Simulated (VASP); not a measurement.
# TiGe4Mo (F222) in VASP: single point with PBE

Aim: the single point of TiGe4Mo with PBE.

Everything below comes from runs of VASP 6.6.1. Logs are shortened: lines on timing, memory, paths and dates and some standing lists are left out, and cuts for length are marked.

### 1 The cell of the first run

Symmetry: F222, No. 22, orthorhombic system. Conventional cell: a = 4.947 Å, b = 8.700 Å, c = 8.812 Å, α = 90.00°, β = 90.00°, γ = 90.00°. Ti (site symmetry 222) has 10 Ge at 2.63 to 2.97 Å and 4 Mo at 3.33 Å within 3.5 Å. Within 3.4 Å of Ge (site symmetry 2) lie 9 Ge at 2.61 to 3.36 Å and 2 Mo at 2.65 Å and 3 Ti at 2.83 to 2.97 Å. Ge (site symmetry 2) has 9 Ge at 2.61 to 3.36 Å and 2 Ti at 2.63 Å and 3 Mo at 2.86 to 2.92 Å within 3.4 Å. Mo (site symmetry 222) has 10 Ge at 2.65 to 2.92 Å and 4 Ti at 3.33 Å within 3.5 Å.

### 2 Single point, PBE

File POSCAR:

```
TiGe4Mo
1.0
    0.0000000000      4.3498099174      4.4061783177
    2.4737085726      0.0000000000      4.4061783177
    2.4737085726      4.3498099174      0.0000000000
Ti Ge Mo
1 4 1
Direct
    0.0000000000      0.0000000000      0.0000000000
    0.3410550821      0.6589449179      0.3410550821
    0.6589449179      0.3410550821      0.6589449179
    0.4141273733      0.0858726267      0.4141273733
    0.0858726267      0.4141273733      0.0858726267
    0.7500000000      0.7500000000      0.7500000000
```

File INCAR.step1:

```
SYSTEM = TiGe4Mo
  ALGO = Normal
  EDIFF = 1E-6
  ENCUT = 520
  GGA = PE
  ISIF = 2
  ISMEAR = 0
  LASPH = .True.
  LCHARG = .True.
  LMAXMIX = 4
  LREAL = .False.
  LWAVE = .False.
  NBANDS = 50
  NELM = 60
  PREC = Accurate
  SIGMA = 0.1
```

File KPOINTS.step1:

```
k-points
0
Gamma
  10 10 10
  0 0 0
```

File INCAR.step2:

```
SYSTEM = TiGe4Mo
  ALGO = Normal
  EDIFF = 1E-6
  ENCUT = 520
  GGA = PE
  ICHARG = 11
  ISIF = 2
  ISMEAR = -5
  LASPH = .True.
  LCHARG = .False.
  LMAXMIX = 4
  LORBIT = 10
  LREAL = .False.
  LWAVE = .False.
  NBANDS = 50
  NEDOS = 2001
  NELM = 60
  PREC = Accurate
  SIGMA = 0.1
```

File KPOINTS.step2:

```
k-points
0
Gamma
  15 15 15
  0 0 0
```

Potentials or basis: VASP PAW PBE potentials, release 64 (Ti_sv, Ge_d, Mo_sv).

On the command line:

```console
$ cat potpaw_PBE.64/Ti_sv/POTCAR potpaw_PBE.64/Ge_d/POTCAR potpaw_PBE.64/Mo_sv/POTCAR > POTCAR
$ cp INCAR.step1 INCAR
$ cp KPOINTS.step1 KPOINTS
$ mpirun -np 1 vasp_std > vasp.out
$ cp INCAR.step2 INCAR
$ cp KPOINTS.step2 KPOINTS
$ mpirun -np 1 vasp_std > vasp.out
```

OUTCAR:

```text
SYSTEM = TiGe4Mo
   EDIFF = 1E-6
   ENCUT = 520
   GGA = PE
   ICHARG = 11
   ISIF = 2
   ISMEAR = -5
   LASPH = .True.
   LORBIT = 10
   LREAL = .False.
   NELM = 60
   PREC = Accurate

 ion  position               nearest neighbor table
   1  0.000  0.000  0.000-   5 2.63   4 2.63   5 2.63   4 2.63   3 2.83   3 2.83   2 2.83   2 2.83

   2  0.341  0.659  0.341-   4 2.61   4 2.61   6 2.65   6 2.65   3 2.77   1 2.83   1 2.83
   3  0.659  0.341  0.659-   5 2.61   5 2.61   6 2.65   6 2.65   2 2.77   1 2.83   1 2.83
   4  0.414  0.086  0.414-   2 2.61   2 2.61   1 2.63   1 2.63   5 2.86   6 2.86   6 2.86   5 2.89
                             5 2.89   6 2.92
   5  0.086  0.414  0.086-   3 2.61   3 2.61   1 2.63   1 2.63   4 2.86   6 2.86   6 2.86   4 2.89
                             4 2.89   6 2.92
   6  0.750  0.750  0.750-   2 2.65   3 2.65   2 2.65   3 2.65   4 2.86   4 2.86   5 2.86   5 2.86
                             4 2.92   5 2.92

  LATTYP: Found a face centered orthorhombic cell.
 ALAT       =     4.9474171452
 B/A-ratio  =     1.7584164786
 C/A-ratio  =     1.7812034799

  Lattice vectors:

 A1 = (   0.0000000000,   4.3498099174,   4.4061783177)
 A2 = (   2.4737085726,   0.0000000000,   4.4061783177)
 A3 = (   2.4737085726,   4.3498099174,   0.0000000000)

Analysis of symmetry for initial positions (statically):
=====================================================================
 Subroutine PRICEL returns:
 Original cell was already a primitive cell.

 Routine SETGRP: Setting up the symmetry group for a
 face centered orthorhombic supercell.

 Subroutine GETGRP returns: Found  4 space group operations
 (whereof  4 operations were pure point group operations)
 out of a pool of  8 trial point group operations.

The static configuration has the point symmetry D_2 .

Analysis of symmetry for dynamics (positions and initial velocities):
=====================================================================
 Subroutine PRICEL returns:
 Original cell was already a primitive cell.

 Routine SETGRP: Setting up the symmetry group for a
 face centered orthorhombic supercell.

 Subroutine GETGRP returns: Found  4 space group operations
 (whereof  4 operations were pure point group operations)
 out of a pool of  8 trial point group operations.

The dynamic configuration has the point symmetry D_2 .

 Subroutine INISYM returns: Found  4 space group operations
 (whereof  4 operations are pure point group operations),
 and found     1 'primitive' translations

----------------------------------------------------------------------------------------

                                     Primitive cell

  volume of cell :      94.8224

  direct lattice vectors                    reciprocal lattice vectors
     0.000000000  4.349809917  4.406178318    -0.202125669  0.114947552  0.113477023
     2.473708573  0.000000000  4.406178318     0.202125669 -0.114947552  0.113477023
     2.473708573  4.349809917  0.000000000     0.202125669  0.114947552 -0.113477023

  length of vectors
     6.191546954  5.053082373  5.004006437     0.258736856  0.258736856  0.258736856

  position of ions in fractional coordinates (direct lattice)
     0.000000000  0.000000000  0.000000000
     0.341055082  0.658944918  0.341055082
     0.658944918  0.341055082  0.658944918
     0.414127373  0.085872627  0.414127373
     0.085872627  0.414127373  0.085872627
     0.750000000  0.750000000  0.750000000

  ion indices of the primitive-cell ions
   primitive index   ion index
                 1           1
                 2           2
                 3           3
                 4           4
                 5           5
                 6           6

----------------------------------------------------------------------------------------

 KPOINTS: k-points

Automatic generation of k-mesh.
 Grid dimensions read from file:
 generate k-points for:   15   15   15

 Generating k-lattice:

  Cartesian coordinates                     Fractional coordinates (reciprocal lattice)
    -0.013475045  0.007663170  0.007565135     0.066666667  0.000000000  0.000000000
     0.013475045 -0.007663170  0.007565135     0.000000000  0.066666667  0.000000000
     0.013475045  0.007663170 -0.007565135     0.000000000  0.000000000  0.066666667

  Length of vectors
     0.017249124  0.017249124  0.017249124

  Shift w.r.t. Gamma in fractional coordinates (k-lattice)
     0.000000000  0.000000000  0.000000000

 TETIRR: Found   2856 inequivalent tetrahedra from    20250

 Subroutine IBZKPT returns following result:
 ===========================================

 Found    512 irreducible k-points:

 Following reciprocal coordinates:
            Coordinates               Weight
  0.000000  0.000000  0.000000      1.000000
  0.066667  0.000000 -0.000000      8.000000
  0.133333  0.000000  0.000000      8.000000
  0.200000  0.000000 -0.000000      8.000000
  0.266667  0.000000  0.000000      8.000000
  0.333333  0.000000  0.000000      8.000000
[... 16 lines left out ...]
  0.133333  0.133333  0.000000      2.000000
  0.200000  0.133333 -0.000000      8.000000
 [... further k-points ...]
   k-points           NKPTS =    512   k-points in BZ     NKDIM =    512   number of bands    NBANDS=     50
   number of dos      NEDOS =   2001   number of ions     NIONS =      6
   total plane-waves  NPLWV =  76800
   dimension x,y,z NGX =    48 NGY =   40 NGZ =   40
   dimension x,y,z NGXF=    96 NGYF=   80 NGZF=   80
   ions per type =               1   4   1
   NGX,Y,Z   is equivalent  to a cutoff of  12.89, 13.16, 13.29 a.u.
   NGXF,Y,Z  is equivalent  to a cutoff of  25.78, 26.32, 26.58 a.u.
 SYSTEM =  TiGe4Mo
   PREC   = accura    normal or accurate (medium, high low for compatibility)
   ISTART =      0    job   : 0-new  1-cont  2-samecut
   ICHARG =     11    charge: 1-file 2-atom 10-const
   ISPIN  =      1    spin polarized calculation?
   LNONCOLLINEAR =      F non collinear calculations
   LSORBIT =      F    spin-orbit coupling
   LASPH  =      T    aspherical Exc in radial PAW
   ENCUT  =  520.0 eV  38.22 Ry    6.18 a.u.  11.51  9.40  9.30*2*pi/ulx,y,z
   NELM   =     60;   NELMIN=  2; NELMDL=  0     # of ELM steps
   EDIFF  = 0.1E-05   stopping-criterion for ELM
   LREAL  =      F    real-space projection
   EDIFFG = 0.1E-04   stopping-criterion for IOM
   NSW    =      0    number of steps for IOM
   IBRION =     -1    ionic relax: 0-MD 1-quasi-New 2-CG
   NFREE  =      0    steps in history (QN), initial steepest desc. (CG)
   ISIF   =      2    stress and relaxation
   ISYM   =      2    0-nonsym 1-usesym 2-fastsym
   POTIM  = 0.5000    time-step for ionic-motion
   TEBEG  =    0.0;   TEEND  =   0.0 temperature during run
   PSTRESS=    0.0 pullay stress
   NELECT =      82.0000    total number of electrons
   NUPDOWN=      -1.0000    fix difference up-down
   EMIN   =  10.00;   EMAX   =-10.00  energy-range for DOS
   EFERMI =   0.00;   METHOD = LEGACY
   ISMEAR =    -5;   SIGMA  =   0.10  broadening in eV -4-tet -1-fermi 0-gaus
   EFERMI_NEDOS =   21; number of points for ismear=-14 and -15
   IALGO  =     38    algorithm
   IMIX   =      4    mixing-type and parameters
     AMIX     =   0.40;   BMIX     =  1.00
     AMIX_MAG =   1.60;   BMIX_MAG =  1.00
  volume/ion in A,a.u.               =      15.80       106.65
  Fermi-wavevector in a.u.,A,eV,Ry     =   1.559705  2.947415 33.098620  2.432680
  Thomas-Fermi vector in A             =   2.663024
   LORBIT       =     10    0 simple, 1 ext, 2 COOP (PROOUT), +10 PAW based schemes
   GGA     = PE    functional components
   LHFCALC =     F    Hartree Fock is set to
   AEXX    =    0.0000 exact exchange contribution
   IVDW    =     0    specifies the selected vdW correction
   LEPSILON=     F    determine dielectric tensor
   LRPA    =     F    only Hartree local field effects (RPA)
 non-spin polarized calculation
 Fermi weights with tetrahedron method with Bloechl corrections
  energy-cutoff  :      520.00
  volume of cell :       94.82
 maximum number of plane-waves:      2583
 NGX is ok and might be reduce to    48

 number of electron      82.0000002 magnetization

 Free energy of the ion-electron system (eV)
  ---------------------------------------------------
  ext. energy  EPLUGINS =         0.00000000
  ---------------------------------------------------
  free energy    TOTEN  =       -38.27048605 eV

  energy without entropy =      -38.27048605  energy(sigma->0) =      -38.27048605

 E-fermi :   9.5420     XC(G=0): -12.3480

 val. band max:        9.5925039948   @ k =   0.4000  -0.4000   0.0667
 cond. band min:       9.5258084848   @ k =  -0.3333   0.3333   0.1333
 fundamental gap:     -0.0666955099
 Fermi energy:         9.5419720233

 k-point     1 :       0.0000    0.0000    0.0000
  band No.  band energies     occupation
      1     -51.4965      2.00000
      2     -47.4613      2.00000
      3     -25.6779      2.00000
      4     -25.6076      2.00000
      5     -25.5746      2.00000
      6     -23.8110      2.00000
[... 42 lines left out ...]
     49      12.5666      0.00000
     50      12.7849      0.00000

 k-point     2 :       0.0667    0.0000   -0.0000
  band No.  band energies     occupation
      1     -51.4965      2.00000
      2     -47.4613      2.00000
      3     -25.6781      2.00000
      4     -25.6076      2.00000
      5     -25.5747      2.00000
      6     -23.8110      2.00000
[... 42 lines left out ...]
     49      12.8269      0.00000
     50      13.1018      0.00000

 k-point     3 :       0.1333    0.0000    0.0000
  band No.  band energies     occupation
      1     -51.4965      2.00000
      2     -47.4613      2.00000
      3     -25.6784      2.00000
      4     -25.6076      2.00000
      5     -25.5751      2.00000
      6     -23.8110      2.00000
[... 42 lines left out ...]
     49      13.0324      0.00000
     50      13.5117      0.00000

 k-point     4 :       0.2000    0.0000   -0.0000
  band No.  band energies     occupation
      1     -51.4965      2.00000
      2     -47.4612      2.00000
      3     -25.6788      2.00000
      4     -25.6075      2.00000
      5     -25.5757      2.00000
      6     -23.8110      2.00000
[... 999 lines left out ...]
 k-point    23 :       0.1333    0.1333    0.0000
  band No.  band energies     occupation
      1     -51.4965      2.00000
      2     -47.4613      2.00000
      3     -25.6787      2.00000
      4     -25.6073      2.00000
      5     -25.5750      2.00000
      6     -23.8109      2.00000
[... 42 lines left out ...]
     49      12.7099      0.00000
     50      12.9603      0.00000

 k-point    24 :       0.2000    0.1333   -0.0000
  band No.  band energies     occupation
      1     -51.4965      2.00000
      2     -47.4612      2.00000
      3     -25.6791      2.00000
      4     -25.6072      2.00000
      5     -25.5753      2.00000
      6     -23.8109      2.00000
[... 42 lines left out ...]
     49      12.6537      0.00000
     50      13.2117      0.00000

 [... further k-points ...]

------------------------ aborting loop because EDIFF is reached ----------------------------------------

  FORCE on cell =-STRESS in cart. coord.  units (eV):
  Direction    XX          YY          ZZ          XY          YZ          ZX
  --------------------------------------------------------------------------------------
  -------------------------------------------------------------------------------------
  Total        0.0186630      0.1901797      0.0491128      0.0000000      0.0000000      0.0000000
  in kB        0.3153407      3.2133932      0.8298392      0.0000000      0.0000000      0.0000000
  external PRESSURE =       1.4528577 kB  Pullay stress =       0.0000000 kB

 VOLUME and BASIS-vectors are now :
 -----------------------------------------------------------------------------
  energy-cutoff  :      520.00
  volume of cell :       94.82
      direct lattice vectors                 reciprocal lattice vectors
     0.000000000  4.349809917  4.406178318    -0.202125669  0.114947552  0.113477023
     2.473708573  0.000000000  4.406178318     0.202125669 -0.114947552  0.113477023
     2.473708573  4.349809917  0.000000000     0.202125669  0.114947552 -0.113477023

 POSITION                                       TOTAL-FORCE (eV/Angst)
 -----------------------------------------------------------------------------------
      0.00000      0.00000      0.00000        -0.000000      0.000000     -0.000000
      2.47371      2.96705      4.40618        -0.000000      0.009787     -0.000000
      2.47371      5.73257      4.40618        -0.000000     -0.009787     -0.000000
      1.23685      3.60275      2.20309         0.000000     -0.016527      0.000000
      1.23685      0.74706      2.20309         0.000000      0.016527      0.000000
      3.71056      6.52471      6.60927        -0.000000      0.000000     -0.000000
 -----------------------------------------------------------------------------------
    total drift:                                0.000003     -0.000002      0.000002

  FREE ENERGIE OF THE ION-ELECTRON SYSTEM (eV)
  ---------------------------------------------------
  free  energy   TOTEN  =       -38.2704860543 eV

  energy  without entropy=      -38.2704860543  energy(sigma->0) =      -38.27048605

 total charge

# of ion       s       p       d       tot
------------------------------------------
    1        2.151   6.117   2.010  10.277
    2        1.137   1.199  10.071  12.407
    3        1.137   1.199  10.071  12.407
    4        1.152   1.186  10.066  12.404
    5        1.152   1.186  10.066  12.404
    6        2.235   6.134   4.013  12.382
--------------------------------------------------
tot          8.963  17.021  46.296  72.280
```

Wall time 28 min (1 thread of Intel Xeon 6975P-C (Granite Rapids), shared host); peak memory 1.8 GiB.

What came out:

```yaml
Valence_electrons_inside_the_program's_atomic_spheres: Ti 10.28; Ge 12.41, 12.40 (each value once); Mo 12.38
```

Caveat: tetrahedron occupations give inexact forces and stress in metals.
